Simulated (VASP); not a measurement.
Set up this calculation in VASP 6.6.1, as the native input.

```yaml
Task: single point
Functional: PBEsol
Potentials_or_basis: VASP PAW PBE potentials, release 64 (Ni, Si)
Cutoff: 520 eV
k_mesh: 8 × 8 × 8
Occupations: fermi-dirac, width 0.05 eV
Spin: collinear spin, ferromagnetic start
Starting_moments: "[1.0, 1.0, 1.0, 0.0] μB"
Dipole_correction: no
Further_INCAR_settings: ALGO = Normal; EDIFF = 1e-06; NBANDS = 29
```

The structure of SiNi3 lies in POSCAR:

```
SiNi3
1.0
    3.6114686170      0.0000000000      0.0000000000
    0.0000000000      3.6114686170      0.0000000000
    0.0000000000      0.0000000000      3.6114686170
Ni Si
3 1
Direct
    0.5000000000      0.5000000000      0.0000000000
    0.5000000000      0.0000000000      0.5000000000
    0.0000000000      0.5000000000      0.5000000000
    0.0000000000      0.0000000000      0.0000000000
```

One way to write it, as run:

INCAR

```
PREC     = Accurate       # precision mode
ENCUT    = 520            # plane-wave cutoff, eV
EDIFF    = 1E-6           # SCF threshold, eV
ISMEAR   = -1             # smearing method
SIGMA    = 0.05           # smearing width, eV
LREAL    = False          # projectors in reciprocal space
LASPH    = True           # aspherical terms in the spheres
NELM     = 150            # most SCF steps
ALGO     = Normal         # electronic algorithm
ISIF     = 2              # what is computed and relaxed
LWAVE    = False          # write WAVECAR
LCHARG   = False          # write CHGCAR
ISPIN    = 2              # spin polarisation
MAGMOM   = 1 1 1 0        # initial moments
LORBIT   = 11             # projections on sites
LMAXMIX  = 4              # l up to which the mixer works
GGA      = PS             # functional
NBANDS   = 29             # bands
```

KPOINTS

```
regular mesh
0
Gamma
  8 8 8
```

Potentials or basis: VASP PAW PBE potentials, release 64 (Ni, Si).

The run is started by

```bash
$ cat potpaw_PBE.64/Ni/POTCAR potpaw_PBE.64/Si/POTCAR > POTCAR
$ mpirun -np 1 vasp_std > vasp.out
```

Results of the run:

* Pressure: -22.3 GPa
* Band gap on the k mesh: zero (filled and empty bands overlap)
* Net moment: 0.00 μB per cell
* Valence electrons inside the program's atomic spheres: Ni 9.31; Si 1.50

Caveat: the PAW data sets were made with another functional, which shifts forces and pressure a little.

Run time: 100 s on 1 thread of Intel(R) Xeon(R) Platinum 8488C (Sapphire Rapids), with other jobs on the host, peak memory 0.21 GiB.
